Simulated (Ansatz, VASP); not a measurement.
# MnO in VASP and in Ansatz

```
Mn O
1.0
     0.00000    2.20898    2.20898
     2.20898    0.00000    2.20898
     2.20898    2.20898    0.00000
Mn O
1 1
Direct
  0.00000 0.00000 0.00000
  0.50000 0.50000 0.50000
```

Alike in both runs: task single point; functional r2SCAN; k mesh 10 × 10 × 10; occupations fermi-dirac, width 0.05 eV; collinear spin.

|  | VASP | Ansatz |
| --- | --- | --- |
| version | VASP 6.6.1 | Ansatz 0.2.0 |
| potentials or method | VASP PAW PBE potentials, release 64 (Mn_pv, O) | Ansatz PAW |
| plane-wave cutoff (eV) | 520 | 500 |
| valence electrons in the cell | 19 | 21 |

|  | VASP | Ansatz | Ansatz less VASP |
| --- | --- | --- | --- |
| gap on the k mesh at the Fermi level (eV) | none | none | - |
| pressure (GPa) | 3.9 | 3.7 | -0.22 |
| net moment per atom (μB) | 2.50 | 2.50 | 0.000 |
| size of the moment on the site where the two differ most (μB) | 4.54 | 4.25 | -0.289 |

VASP's potentials were made for PBE, not for r2SCAN. Site moments also hang on the region over which each program counts them. A gap of «none» marks a metal or a gap that the smearing closes. VASP's potentials hold 19 valence electrons a cell and Ansatz's 21, so a difference there can come from the potentials and not from the codes.

Noted on Ansatz's run: the magnetic or orbital state may not be the lowest.
